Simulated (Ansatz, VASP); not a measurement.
# One calculation of CsSnI3, two programs

The input INCAR:

```
SYSTEM = CsSnI3
PREC     = Accurate       ! precision mode
ENCUT    = 500            ! plane-wave cutoff, eV
EDIFF    = 1E-6           ! SCF threshold, eV
ISMEAR   = -1             ! smearing method
SIGMA    = 0.05           ! smearing width, eV
LREAL    = .FALSE.        ! projectors in reciprocal space
LASPH    = .TRUE.         ! aspherical terms in the spheres
NELM     = 120            ! most SCF steps
ALGO     = Normal         ! electronic algorithm
ISIF     = 2              ! what is computed and relaxed
LWAVE    = .FALSE.        ! write WAVECAR
LCHARG   = .FALSE.        ! write CHGCAR
GGA      = PS             ! functional
NBANDS   = 30             ! bands
GGA_COMPAT= .FALSE.
```

KPOINTS

```
regular mesh
0
G
  5 5 5
  0 0 0
```

The input POSCAR:

```
CsSnI3
1.0
    6.2873633123      0.0000000000      0.0000000000
    0.0000000000      6.2873633123      0.0000000000
    0.0000000000      0.0000000000      6.2873633123
Cs I Sn
1 3 1
Direct
    0.0000000000      0.0000000000      0.0000000000
    0.5000000000      0.5000000000      0.0000000000
    0.5000000000      0.0000000000      0.5000000000
    0.0000000000      0.5000000000      0.5000000000
    0.5000000000      0.5000000000      0.5000000000
```

Contents of input.yaml:

```yaml
crystal:
  lattice:
    - [6.2873633123, 0.0, 0.0]
    - [0.0, 6.2873633123, 0.0]
    - [0.0, 0.0, 6.2873633123]
  atoms:
    - { symbol: Cs, position: [0.0, 0.0, 0.0] }
    - { symbol: I, position: [0.5, 0.5, 0.0] }
    - { symbol: I, position: [0.5, 0.0, 0.5] }
    - { symbol: I, position: [0.0, 0.5, 0.5] }
    - { symbol: Sn, position: [0.5, 0.5, 0.5] }
kpoints:
  mp_grid: { grid: [5, 5, 5] }
scf:
  occupations: { method: fermi_dirac, width: 0.05 }
hamiltonian:
  xc: pbesol
  pseudopotentials: { kind: all_electron, lapw: { basis_error: 0.001 } }
output:
  forces: true
  stress: true
  eigenvalues: true
```

Change from the starting cell: volume scaled by 1.04.

Alike in both runs: task single point; functional PBEsol; k mesh 5 × 5 × 5; occupations fermi-dirac, width 0.05 eV; no spin polarisation.

|  | VASP | Ansatz |
| --- | --- | --- |
| version | VASP 6.6.1 | Ansatz 0.2.0 |
| potentials or method | VASP PAW PBE potentials, release 64 (Cs_sv, I, Sn_d), cutoff 500 eV | all-electron LAPW, scalar-relativistic |

```csv
,VASP,Ansatz,Ansatz less VASP
gap on the k mesh at the Fermi level (eV),1.76,1.76,+0.002
least direct gap on the mesh (eV),1.76,1.76,+0.002
pressure (GPa),-1.2,-1.2,+0.02
```

VASP's potentials were made for PBE, not for PBEsol. Ansatz ran all-electron here, and VASP with PAW potentials.

Spin-orbit coupling is off throughout.
